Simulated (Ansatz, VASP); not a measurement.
# BaTiO3 in VASP and in Ansatz

INCAR

```
PREC = Accurate ; ENCUT = 520
EDIFF = 1E-8 ; ISMEAR = -1
SIGMA = 0.05 ; LREAL = F
LASPH = T ; NELM = 60
ALGO = Normal ; ISIF = 2
LWAVE = F ; LCHARG = F
GGA = CA ; LEFG = T
NBANDS = 28
```

File KPOINTS:

```
regular mesh
0
Gamma
  8 8 8
```

The input POSCAR:

```
BaTiO3
1.0
    3.9938975588      0.0000000000      0.0000000000
    0.0000000000      3.9938975588      0.0000000000
    0.0000000000      0.0000000000      3.9938975588
Ba Ti O
1 1 3
Direct
    0.5000000000      0.5000000000      0.5000000000
    0.0000000000      0.0000000000      0.0000000000
    0.5000000000      0.0000000000      0.0000000000
    0.0000000000      0.5000000000      0.0000000000
    0.0000000000      0.0000000000      0.5000000000
```

Input for Ansatz:

```yaml
crystal:
  lattice:
    - [3.9938975588, 0.0, 0.0]
    - [0.0, 3.9938975588, 0.0]
    - [0.0, 0.0, 3.9938975588]
  atoms:
    - { symbol: Ba, position: [0.5, 0.5, 0.5] }
    - { symbol: Ti, position: [0.0, 0.0, 0.0] }
    - { symbol: O, position: [0.5, 0.0, 0.0] }
    - { symbol: O, position: [0.0, 0.5, 0.0] }
    - { symbol: O, position: [0.0, 0.0, 0.5] }
kpoints:
  mp_grid: { grid: [8, 8, 8] }
scf:
  occupations: { method: fermi_dirac, width: 0.05 }
hamiltonian:
  xc: lda
  pseudopotentials: { kind: all_electron, datasets: crystal }
output:
  forces: true
  stress: true
  eigenvalues: true
  efg: { contact_densities: true }
```

Change from the starting cell: volume scaled by 0.99, crystal datasets.

Alike in both runs: task electric field gradients; functional LDA; k mesh 8 × 8 × 8; occupations fermi-dirac, width 0.05 eV; no spin polarisation.

```csv
,VASP,Ansatz
version,VASP 6.6.1,Ansatz 0.2.0
potentials or method,"VASP PAW LDA potentials, release 64 (Ba_sv, Ti_sv, O), cutoff 520 eV","all-electron PAW with datasets made for the crystal, scalar-relativistic"
```

VASP gave:

| Quantity | Value |
| --- | --- |
| pressure (GPa) | -5.8 |
| size of Vzz on the site where it differs most (V/Å²) | 20.8 |

Problem. Estimate Ansatz's values.

Solution. Pressure (GPa): -7.8; size of Vzz on the site where it differs most (V/Å²): 21.1.

LDA's correlation is that of Perdew and Zunger in VASP and of Perdew and Wang (1992) in Ansatz. Ansatz ran all-electron here, and VASP with PAW potentials. Ansatz's warnings: printed levels off.

Spin-orbit coupling is off throughout.
